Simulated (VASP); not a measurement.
Set up this calculation in VASP 6.6.1, as the native input.

```yaml
Task: single point
Functional: PBE
Potentials_or_basis: VASP PAW PBE potentials, release 64 (Cs_sv, Ru_pv)
Cutoff: 520 eV
k_mesh: 5 × 5 × 4
Occupations: methfessel-paxton, width 0.05 eV
Spin: no spin polarisation
Dipole_correction: no
Further_INCAR_settings: ALGO = Normal; EDIFF = 1e-06; NBANDS = 18
```

The structure of CsRu lies in POSCAR:

```
CsRu
1.0
    4.1756000900      0.0000000000      0.0000000000
   -2.0878000500      3.6161757600      0.0000000000
    0.0000000000      0.0000000000      4.5241393300
Cs Ru
1 1
Direct
   -0.0112100000     -0.0023170000      0.0400830000
    0.3354210000      0.6848380000      0.4922730000
```

One way to write it, as run:

INCAR

```
PREC = Accurate
ENCUT = 520
EDIFF = 1E-6
ISMEAR = 1
SIGMA = 0.05
LREAL = F
LASPH = T
NELM = 100
ALGO = Normal
ISIF = 2
LWAVE = F
LCHARG = F
GGA = PE
NBANDS = 18
```

KPOINTS

```
regular mesh
0
Gamma
  5 5 4
```

Potentials or basis: VASP PAW PBE potentials, release 64 (Cs_sv, Ru_pv).

The run is started by

```sh
$ cat potpaw_PBE.64/Cs_sv/POTCAR potpaw_PBE.64/Ru_pv/POTCAR > POTCAR
$ mpirun -np 1 vasp_std > vasp.out
```

It gave:

* Pressure: -3.5 GPa
* Largest force: 0.183 eV/Å
* Band gap on the k mesh: zero (an odd number of electrons rules out a gap without spin polarisation)

Caveat: the cell stands under tension; spin-orbit coupling is left out, which moves the levels of the heavy elements.

It took 35 s on 1 thread of Intel(R) Xeon(R) Platinum 8259CL CPU @ 2.50GHz (Skylake/Cascade Lake) (shared host), peak memory 0.22 GiB.
